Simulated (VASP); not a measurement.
# SrSbAu3 (P4/nmm) in VASP: further runs, part 2 of 2

VASP 6.6.1.

### Step 4. Single point, PBE

The input, INCAR:

```
  PREC = Accurate
  ENCUT = 520
  EDIFF = 1E-6
  ISMEAR = -5
  SIGMA = 0.1
  LREAL = F
  LASPH = T
  NELM = 100
  ALGO = Normal
  ISIF = 2
  LWAVE = F
  LCHARG = F
  GGA = PE
  NBANDS = 59
```

The input, KPOINTS:

```
Automatic mesh
0
Gamma
  3 3 3
```

The input, POSCAR:

```
SrSbAu3
1.0
    6.4302450000      0.0000000000      0.0000000000
    0.0000000000      6.4302450000      0.0000000000
    0.0000000000      0.0000000000      5.6702220000
Au Sb Sr
6 2 2
Direct
    0.0000000000      0.5000000000      0.5000000000
    0.0000000000      0.0000000000      0.5000000000
    0.5000000000      0.0000000000      0.5000000000
    0.5000000000      0.5000000000      0.5000000000
    0.2500000000      0.2500000000      0.8197500000
    0.7500000000      0.7500000000      0.1802500000
    0.2500000000      0.2500000000      0.2656000000
    0.7500000000      0.7500000000      0.7344000000
    0.2500000000      0.7500000000      0.0000000000
    0.7500000000      0.2500000000      0.0000000000
```

Potentials or basis: VASP PAW PBE potentials, release 64 (Au, Sb, Sr_sv).

Launch:

```console
$ cat potpaw_PBE.64/Au/POTCAR potpaw_PBE.64/Sb/POTCAR potpaw_PBE.64/Sr_sv/POTCAR > POTCAR
$ mpirun -np 1 vasp_std > vasp.out
```

OUTCAR:

```text
PREC = Accurate
   ENCUT = 520
   EDIFF = 1E-6
   ISMEAR = -5
   LREAL = F
   LASPH = T
   NELM = 100
   ISIF = 2
   GGA = PE

 ion  position               nearest neighbor table
   1  0.000  0.500  0.500-   7 2.63   8 2.63   5 2.91   6 2.91   2 3.22   4 3.22   2 3.22   4 3.22
                             9 3.63  10 3.63   9 3.63  10 3.63
   2  0.000  0.000  0.500-   7 2.63   8 2.63   5 2.91   6 2.91   1 3.22   3 3.22   1 3.22   3 3.22
                             9 3.63  10 3.63   9 3.63  10 3.63
   3  0.500  0.000  0.500-   7 2.63   8 2.63   5 2.91   6 2.91   2 3.22   4 3.22   4 3.22   2 3.22
                             9 3.63  10 3.63   9 3.63  10 3.63
   4  0.500  0.500  0.500-   7 2.63   8 2.63   5 2.91   6 2.91   1 3.22   3 3.22   3 3.22   1 3.22
                             9 3.63  10 3.63   9 3.63  10 3.63
   5  0.250  0.250  0.820-   7 2.53   2 2.91   3 2.91   4 2.91   1 2.91   7 3.14  10 3.37   9 3.37
                             9 3.37  10 3.37
   6  0.750  0.750  0.180-   8 2.53   2 2.91   3 2.91   4 2.91   1 2.91   8 3.14   9 3.37  10 3.37
                            10 3.37   9 3.37
   7  0.250  0.250  0.266-   5 2.53   2 2.63   3 2.63   4 2.63   1 2.63   5 3.14   9 3.55  10 3.55
                             9 3.55  10 3.55
   8  0.750  0.750  0.734-   6 2.53   2 2.63   3 2.63   4 2.63   1 2.63   6 3.14  10 3.55   9 3.55
                            10 3.55   9 3.55
   9  0.250  0.750  0.000-   5 3.37   6 3.37   5 3.37   6 3.37   7 3.55   7 3.55   8 3.55   8 3.55
                             1 3.63   2 3.63   3 3.63   4 3.63   1 3.63   2 3.63   3 3.63   4 3.63
  10  0.750  0.250  0.000-   5 3.37   6 3.37   6 3.37   5 3.37   7 3.55   8 3.55   8 3.55   7 3.55
                             1 3.63   2 3.63   3 3.63   4 3.63   1 3.63   2 3.63   3 3.63   4 3.63

  LATTYP: Found a simple tetragonal cell.
 ALAT       =     6.4302450000
 C/A-ratio  =     0.8818049701

  Lattice vectors:

 A1 = (   6.4302450000,   0.0000000000,   0.0000000000)
 A2 = (   0.0000000000,   6.4302450000,   0.0000000000)
 A3 = (   0.0000000000,   0.0000000000,   5.6702220000)

Analysis of symmetry for initial positions (statically):
=====================================================================
 Subroutine PRICEL returns:
 Original cell was already a primitive cell.

 Routine SETGRP: Setting up the symmetry group for a
 simple tetragonal supercell.

 Subroutine GETGRP returns: Found 16 space group operations
 (whereof  4 operations were pure point group operations)
 out of a pool of 16 trial point group operations.

The static configuration has the point symmetry C_2h.
 The point group associated with its full space group is D_4h.

Analysis of symmetry for dynamics (positions and initial velocities):
=====================================================================
 Subroutine PRICEL returns:
 Original cell was already a primitive cell.

 Routine SETGRP: Setting up the symmetry group for a
 simple tetragonal supercell.

 Subroutine GETGRP returns: Found 16 space group operations
 (whereof  4 operations were pure point group operations)
 out of a pool of 16 trial point group operations.

The dynamic configuration has the point symmetry C_2h.
 The point group associated with its full space group is D_4h.

 Subroutine INISYM returns: Found 16 space group operations
 (whereof  4 operations are pure point group operations),
 and found     1 'primitive' translations

----------------------------------------------------------------------------------------
[... 72 lines left out ...]
  0.333333  0.000000  0.333333      8.000000
  0.333333  0.333333  0.333333      8.000000
   k-points           NKPTS =      6   k-points in BZ     NKDIM =      6   number of bands    NBANDS=     59
   number of dos      NEDOS =    301   number of ions     NIONS =     10
   total plane-waves  NPLWV =  96768
   dimension x,y,z NGX =    48 NGY =   48 NGZ =   42
   dimension x,y,z NGXF=    96 NGYF=   96 NGZF=   84
   ions per type =               6   2   2
   NGX,Y,Z   is equivalent  to a cutoff of  12.41, 12.41, 12.31 a.u.
   NGXF,Y,Z  is equivalent  to a cutoff of  24.82, 24.82, 24.63 a.u.
 SYSTEM =  unknown system
   PREC   = accura    normal or accurate (medium, high low for compatibility)
   ISTART =      0    job   : 0-new  1-cont  2-samecut
   ICHARG =      2    charge: 1-file 2-atom 10-const
   ISPIN  =      1    spin polarized calculation?
   LNONCOLLINEAR =      F non collinear calculations
   LSORBIT =      F    spin-orbit coupling
   LASPH  =      T    aspherical Exc in radial PAW
   ENCUT  =  520.0 eV  38.22 Ry    6.18 a.u.  11.96 11.96 10.54*2*pi/ulx,y,z
   NELM   =    100;   NELMIN=  2; NELMDL= -5     # of ELM steps
   EDIFF  = 0.1E-05   stopping-criterion for ELM
   LREAL  =      F    real-space projection
[... 7 lines left out ...]
   TEBEG  =    0.0;   TEEND  =   0.0 temperature during run
   PSTRESS=    0.0 pullay stress
   NELECT =      96.0000    total number of electrons
   NUPDOWN=      -1.0000    fix difference up-down
   EMIN   =  10.00;   EMAX   =-10.00  energy-range for DOS
   EFERMI =   0.00;   METHOD = LEGACY
   ISMEAR =    -5;   SIGMA  =   0.10  broadening in eV -4-tet -1-fermi 0-gaus
   EFERMI_NEDOS =   21; number of points for ismear=-14 and -15
   IALGO  =     38    algorithm
   IMIX   =      4    mixing-type and parameters
     AMIX     =   0.40;   BMIX     =  1.00
     AMIX_MAG =   1.60;   BMIX_MAG =  1.00
  volume/ion in A,a.u.               =      23.45       158.22
  Fermi-wavevector in a.u.,A,eV,Ry     =   1.215664  2.297272 20.107218  1.477839
  Thomas-Fermi vector in A             =   2.351044
   LORBIT       =      0    0 simple, 1 ext, 2 COOP (PROOUT), +10 PAW based schemes
   GGA     = PE    functional components
   LHFCALC =     F    Hartree Fock is set to
   AEXX    =    0.0000 exact exchange contribution
   IVDW    =     0    specifies the selected vdW correction
   LEPSILON=     F    determine dielectric tensor
   LRPA    =     F    only Hartree local field effects (RPA)
 non-spin polarized calculation
 Fermi weights with tetrahedron method with Bloechl corrections
  energy-cutoff  :      520.00
  volume of cell :      234.45
 maximum number of plane-waves:      6327
 NGX is ok and might be reduce to    48
   NGX = 23   NGY = 23   NGZ = 21

 number of electron      96.0000009 magnetization

 Free energy of the ion-electron system (eV)
  ---------------------------------------------------
  ext. energy  EPLUGINS =         0.00000000
  ---------------------------------------------------
  free energy    TOTEN  =       -35.37547925 eV

  energy without entropy =      -35.37547925  energy(sigma->0) =      -35.37547925

 E-fermi :   7.2764     XC(G=0): -10.6339

 val. band max:        7.3813944750   @ k =   0.3333   0.3333   0.3333
 cond. band min:       7.1781719915   @ k =   0.3333   0.0000   0.0000
 fundamental gap:     -0.2032224835
 Fermi energy:         7.2764426517

 k-point     1 :       0.0000    0.0000    0.0000
  band No.  band energies     occupation
      1     -28.7468      2.00000
      2     -28.7423      2.00000
      3     -10.8134      2.00000
      4     -10.8134      2.00000
      5     -10.7751      2.00000
      6     -10.7602      2.00000
[... 361 lines left out ...]
     58      11.1377      0.00000
     59      11.3631      0.00000

------------------------ aborting loop because EDIFF is reached ----------------------------------------

  FORCE on cell =-STRESS in cart. coord.  units (eV):
  Direction    XX          YY          ZZ          XY          YZ          ZX
  --------------------------------------------------------------------------------------
  -------------------------------------------------------------------------------------
  Total        7.3967974      7.3967974     11.6284902      0.0000000     -0.0000000      0.0000000
  in kB       50.5474445     50.5474445     79.4655349      0.0000000     -0.0000000      0.0000000
  external PRESSURE =      60.1868080 kB  Pullay stress =       0.0000000 kB

 VOLUME and BASIS-vectors are now :
 -----------------------------------------------------------------------------
  energy-cutoff  :      520.00
  volume of cell :      234.45
      direct lattice vectors                 reciprocal lattice vectors
     6.430245000  0.000000000  0.000000000     0.155515070  0.000000000  0.000000000
     0.000000000  6.430245000  0.000000000     0.000000000  0.155515070  0.000000000
     0.000000000  0.000000000  5.670222000     0.000000000  0.000000000  0.176359938

 POSITION                                       TOTAL-FORCE (eV/Angst)
 -----------------------------------------------------------------------------------
      0.00000      3.21512      2.83511         0.000000      0.000000      0.000000
      0.00000      0.00000      2.83511         0.000000      0.000000      0.000000
      3.21512      0.00000      2.83511         0.000000      0.000000      0.000000
      3.21512      3.21512      2.83511         0.000000      0.000000      0.000000
      1.60756      1.60756      4.64816        -0.000000     -0.000000     -0.951868
      4.82268      4.82268      1.02206         0.000000      0.000000      0.951868
      1.60756      1.60756      1.50601         0.000000      0.000000     -0.522876
      4.82268      4.82268      4.16421         0.000000      0.000000      0.522876
      1.60756      4.82268      0.00000        -0.000000     -0.000000      0.000000
      4.82268      1.60756      0.00000         0.000000      0.000000      0.000000
 -----------------------------------------------------------------------------------
    total drift:                                0.000000     -0.000000     -0.000000

  FREE ENERGIE OF THE ION-ELECTRON SYSTEM (eV)
  ---------------------------------------------------
  free  energy   TOTEN  =       -35.3754792528 eV

  energy  without entropy=      -35.3754792528  energy(sigma->0) =      -35.37547925
```

Run time: 53 s. Hardware: 1 thread of AMD EPYC 9R45 (Zen 5), shared host; peak memory 0.3 GiB.

Results:

* Free energy: -35.3755 eV
* Pressure: 6.0 GPa
* Largest force: 0.952 eV/Å
* Band gap on the k mesh: zero (bands 48 and 49 overlap by 0.25 eV)

Forces on the atoms (eV/Å):
```
Au   0.000  0.000  0.000
Au   0.000  0.000  0.000
Au   0.000  0.000  0.000
Au   0.000  0.000  0.000
Au   0.000  0.000 -0.952
Au   0.000  0.000  0.952
Sb   0.000  0.000 -0.523
Sb   0.000  0.000  0.523
Sr   0.000  0.000  0.000
Sr   0.000  0.000  0.000
```

Caveat: the k points lie up to 0.37 Å⁻¹ apart; spin-orbit coupling is left out, which moves the levels of the heavy elements; tetrahedron occupations give inexact forces and stress in metals.

### Step 5. The runs side by side

| k mesh | smearing | gap on the mesh (eV) | pressure (GPa) | largest force (eV/Å) |
| --- | --- | --- | --- | --- |
| 3 × 3 × 3 | fermi-dirac 0.1 eV | none | 5.8 | 1.08 |
| 3 × 3 × 3, shifted | fermi-dirac 0.025 eV | none | 6.2 | 1.10 |
| 3 × 3 × 3 | tetrahedron | none | 6.0 | 0.95 |

Alike in all rows: task single point; level PBE; potentials or basis VASP PAW PBE potentials, release 64 (Au, Sb, Sr_sv); no spin polarisation; cell as given; cutoff (eV) 520.

Caveats: all runs use coarse meshes; spin-orbit coupling is left out, which moves the levels of the heavy elements; forces of over 1 eV/Å act on the atoms, so gaps and moduli don't describe the material at rest (at least some runs); tetrahedron occupations give inexact forces and stress in metals (at least some runs).

Total energies depend on the potentials used, so only differences within one code and one set of settings carry meaning.
